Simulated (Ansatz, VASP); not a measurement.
## Sn3Br: VASP beside Ansatz

INCAR

```
SYSTEM = Sn3Br
ALGO = Normal
EDIFF = 1E-7
EDIFFG = -0.01
ENCUT = 600
GGA = PE
IBRION = 2
ISIF = 3
ISMEAR = 0
LASPH = .True.
LCHARG = .False.
LREAL = .False.
LWAVE = .False.
NELM = 80
NSW = 100
PREC = Accurate
SIGMA = 0.1
```

KPOINTS

```
k-points
0
Gamma
  10 10 10
  0 0 0
```

POSCAR

```
Sn3Br
1.0
    4.8544942786      0.0000000000      0.0000000000
    0.0000000000      4.8544942786      0.0000000000
    0.0000000000      0.0000000000      4.8544942786
Sn Br
3 1
Direct
    0.0000000000      0.5000000000      0.5000000000
    0.5000000000      0.0000000000      0.5000000000
    0.5000000000      0.5000000000      0.0000000000
    0.0000000000      0.0000000000      0.0000000000
```

Input for Ansatz:

```yaml
crystal:
  lattice:
    - [4.8544942786, 0.0, 0.0]
    - [0.0, 4.8544942786, 0.0]
    - [0.0, 0.0, 4.8544942786]
  atoms:
    - { symbol: Sn, position: [0.0, 0.5, 0.5] }
    - { symbol: Sn, position: [0.5, 0.0, 0.5] }
    - { symbol: Sn, position: [0.5, 0.5, 0.0] }
    - { symbol: Br, position: [0.0, 0.0, 0.0] }
basis:
  ecutwfc: 420
kpoints:
  mp_grid: { grid: [10, 10, 10] }
hamiltonian:
  xc: pbe
scf:
  occupations: { method: gaussian, width: 0.1 }
output:
  forces: true
  stress: true
  eigenvalues: true
  write_density: true
  write_potential: true
  elf: true
  volumetric_format: npy
relax:
  adjacent_minimum: "off"
  f_tol: 0.01
  max_steps: 80
  cell: { stress_tol: 0.05 }
```

Alike in both runs: task relaxation of cell and atoms; functional PBE; k mesh 10 × 10 × 10; occupations gaussian, width 0.1 eV; no spin polarisation.

|  | VASP | Ansatz |
| --- | --- | --- |
| version | VASP 6.6.1 | Ansatz 0.2.0 |
| potentials or method | VASP PAW PBE potentials, release 64 (Sn_d, Br), cutoff 600 eV | scalar-relativistic, plane waves, PAW |
| valence electrons in the cell | 49 | 49 |

|  | VASP | Ansatz | Ansatz less VASP |
| --- | --- | --- | --- |
| gap on the k mesh at the Fermi level, each at its own relaxed structure (eV) | none | none | - |
| relaxed volume (Å³/atom) | 28.60 | 28.60 | 0.000 |
| relaxed cell length with the largest relative difference (Å) | 4.854 | 4.854 | 0.0000 |

A gap of «none» marks a metal or a gap that the smearing closes.

Noted on VASP's run: the relaxation stopped at its first step, so nothing moved.
